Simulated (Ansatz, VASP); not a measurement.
W in VASP and in Ansatz

```xyz
1
Lattice="0.0000 2.3936 1.5060 2.3936 0.0000 1.5060 2.3936 2.3936 0.0000" Properties=species:S:1:pos:R:3 pbc="T T T"
W     0.0000    0.0000    0.0000
```

Alike in both runs: task single point; functional PBEsol; k mesh 22 × 22 × 22; occupations gaussian, width 0.15 eV; no spin polarisation.

|  | VASP | Ansatz |
| --- | --- | --- |
| version | VASP 6.6.1 | Ansatz 0.2.0 |
| potentials or method | VASP PAW PBE potentials, release 64 (W_sv), cutoff 500 eV | scalar-relativistic, plane waves, PAW |
| valence electrons in the cell | 14 | 14 |

|  | VASP | Ansatz | Ansatz less VASP |
| --- | --- | --- | --- |
| gap on the k mesh at the Fermi level (eV) | none | none | - |
| pressure (GPa) | -23.0 | -23.2 | -0.22 |
| traceless stress, the component that is largest in VASP (GPa) | 19.71 | 19.72 | +0.012 |

VASP's potentials were made for PBE, not for PBEsol, and Ansatz warns of the same on its side. A gap of «none» marks a metal or a gap that the smearing closes. With one functional, cell and mesh, what is left measures potentials, basis and numerics.

Neither program's run includes spin-orbit coupling.
